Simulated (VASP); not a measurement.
BiS7: relaxation of cell and atoms with PBE

The system is BiS7.

```
Bi S
1.0
     6.82484    0.00000    0.00000
    -3.41242    5.91048    0.00000
     0.00000    0.00000    5.11051
Bi S
1 7
Direct
  0.00000 0.00000 0.50000
  0.51721 0.48279 0.18246
  0.51721 0.03441 0.18246
  0.96559 0.48279 0.18246
  0.48279 0.51721 0.81754
  0.03441 0.51721 0.81754
  0.48279 0.96559 0.81754
  0.00000 0.00000 0.00000
```

The cell was built from a structure type or drawn by symmetry, and may not be a known phase.

```yaml
Program: VASP 6.6.1
Task: relaxation of cell and atoms
Functional: PBE
Potentials_or_basis: VASP PAW PBE potentials, release 64 (Bi_d, S)
Cutoff: 600 eV
k_mesh: 6 × 6 × 6
Occupations: gaussian, width 0.1 eV
Spin: no spin polarisation
Dipole_correction: no
Further_INCAR_settings: ALGO = Normal; EDIFF = 1e-07; IBRION = 2; EDIFFG = -0.01; NSW = 100; ISIF = 3
```

| Item | Value |
| --- | --- |
| Relaxed volume | 24.69 Å³/atom |
| Relaxed cell | a = 6.732 Å, b = 6.732 Å, c = 5.033 Å, α = 90.00°, β = 90.00°, γ = 120.00° |
| Space group after relaxing (to 0.1 Å) | P-3m1 (No. 164) |
| Energy gained by relaxing | 4.0 meV/atom |
| Ionic steps | 23 |
| Pressure after relaxing | 0.0 GPa |
| Largest force after relaxing | 0.009 eV/Å |
| Band gap on the k mesh | zero (an odd number of electrons rules out a gap without spin polarisation) |

Forces in eV/Å, atoms in the order of the input:
```
Bi   0.000  0.000  0.000
S   -0.003  0.002  0.008
S    0.000 -0.003  0.008
S    0.003  0.002  0.008
S    0.003 -0.002 -0.008
S   -0.003 -0.002 -0.008
S    0.000  0.003 -0.008
S    0.000  0.000  0.000
```

The path:
```tsv
step	energy change (eV)	largest force (eV/Å)	pressure (GPa)	volume (Å³)
1	0.0000	0.2237	-0.89	206.15
2	0.0727	1.3520	2.00	201.87
3	-0.0082	0.1345	-0.25	205.09
4	-0.0134	0.0947	-0.17	203.74
5	-0.0178	0.0773	0.04	200.79
6	-0.0198	0.0644	0.10	200.42
7	-0.0235	0.1022	0.28	199.33
8	-0.0235	0.2292	0.64	197.14
9	-0.0246	0.1747	0.47	198.15
10	-0.0249	0.1672	0.46	198.12
11	-0.0257	0.1443	0.42	198.04
12	-0.0271	0.0982	0.34	197.88
13	-0.0289	0.0168	0.19	197.55
14	-0.0282	0.1994	-0.13	196.90
15	-0.0293	0.0761	0.07	197.30
16	-0.0295	0.0738	0.07	197.31
17	-0.0300	0.0675	0.06	197.33
18	-0.0308	0.0554	0.04	197.38
19	-0.0318	0.0322	0.00	197.47
20	-0.0317	0.0109	-0.06	197.66
21	-0.0321	0.0113	-0.03	197.56
22	-0.0321	0.0283	0.04	197.49
23	-0.0321	0.0087	0.00	197.53
```

Final structure:
```
CELL_PARAMETERS angstrom
6.73215 0.00000 0.00000
-3.36608 5.83022 0.00000
0.00000 0.00000 5.03258
ATOMIC_POSITIONS crystal
Bi 0.00000 0.00000 0.50000
S 0.51060 0.48940 0.18694
S 0.51060 0.02120 0.18694
S 0.97880 0.48940 0.18694
S 0.48940 0.51060 0.81306
S 0.02120 0.51060 0.81306
S 0.48940 0.97880 0.81306
S 0.00000 0.00000 0.00000
```

Levels at points of the mesh, in eV from the Fermi level:
```csv
k point,band 25,band 26,band 27,band 28,band 29,band 30,band 31,band 32
"(0.00, 0.00, 0.00)",-0.95,-0.95,-0.89,-0.89,0.95,0.95,1.13,1.56
"(0.50, 0.00, 0.00)",-1.20,-1.11,-0.09,0.03,0.08,0.20,1.17,1.51
"(0.00, 0.00, 0.50)",-2.18,-0.45,-0.45,0.07,0.58,0.91,0.91,1.94
"(0.50, 0.00, 0.50)",-1.58,-0.74,-0.65,-0.61,-0.47,-0.24,0.13,1.09
```

It took 37 min on 1 thread of Intel(R) Xeon(R) 6975P-C (Granite Rapids), with other jobs on the host, peak memory 0.56 GiB.

Caveat: spin-orbit coupling is left out, which moves the levels of the heavy elements.
